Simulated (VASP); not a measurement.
Here is a VASP 6.6.1 calculation.

The input INCAR:

```
SYSTEM = Y
PREC     = Accurate       ! precision mode
ENCUT    = 520            ! plane-wave cutoff, eV
EDIFF    = 1E-6           ! SCF threshold, eV
ISMEAR   = 1              ! smearing method
SIGMA    = 0.01           ! smearing width, eV
LREAL    = .FALSE.        ! projectors in reciprocal space
LASPH    = .TRUE.         ! aspherical terms in the spheres
NELM     = 80             ! most SCF steps
ALGO     = Normal         ! electronic algorithm
ISIF     = 2              ! what is computed and relaxed
LWAVE    = .FALSE.        ! write WAVECAR
LCHARG   = .FALSE.        ! write CHGCAR
GGA      = PE             ! functional
NBANDS   = 18             ! bands
```

File KPOINTS:

```
regular mesh
0
G
  10 10 6
  0 0 0
```

The input POSCAR:

```
Y
1.0
    3.6535431712      0.0000000000      0.0000000000
   -1.8267715856      3.1640612001      0.0000000000
    0.0000000000      0.0000000000      5.6988610241
Y
2
Direct
    0.3333333333      0.6666666667      0.2500000000
    0.6666666667      0.3333333333      0.7500000000
```

Potentials or basis: VASP PAW PBE potentials, release 64 (Y_sv).

Launch:

```console
$ cat potpaw_PBE.64/Y_sv/POTCAR > POTCAR
$ mpirun -np 1 vasp_std > vasp.out
```

Q: Predict the band gap on the k mesh.

A: Zero (bands 11 and 12 overlap by 1.45 eV).

Q: What does it give for the pressure?

A: -0.3 GPa.

Stress tensor (GPa, compression positive):
```
-0.07  0.00  0.00
 0.00 -0.07  0.00
 0.00  0.00 -0.72
```
